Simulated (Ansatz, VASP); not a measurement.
Si: VASP beside Ansatz

```
CELL_PARAMETERS angstrom
0.00000 2.73547 2.73547
2.73547 0.00000 2.73547
2.73547 2.73547 0.00000
ATOMIC_POSITIONS crystal
Si 0.87500 0.87500 0.87500
Si 0.12500 0.12500 0.12500
```

Alike in both runs: task relaxation of cell and atoms; functional PBE; k mesh 10 × 10 × 10; occupations fermi-dirac, width 0.02 eV; no spin polarisation.

```csv
,VASP,Ansatz
version,VASP 6.6.1,Ansatz 0.2.0
potentials or method,"VASP PAW PBE potentials, release 64 (Si)","PAW with Ansatz's default frozen-core files, scalar-relativistic"
plane-wave cutoff (eV),600,420
valence electrons in the cell,8,8
```

```tsv
	VASP	Ansatz	Ansatz less VASP
relaxed volume (Å³/atom)	20.44	20.47	+0.024
relaxed length of the cell vector where the two differ most in proportion (Å)	3.867	3.869	+0.0015
```
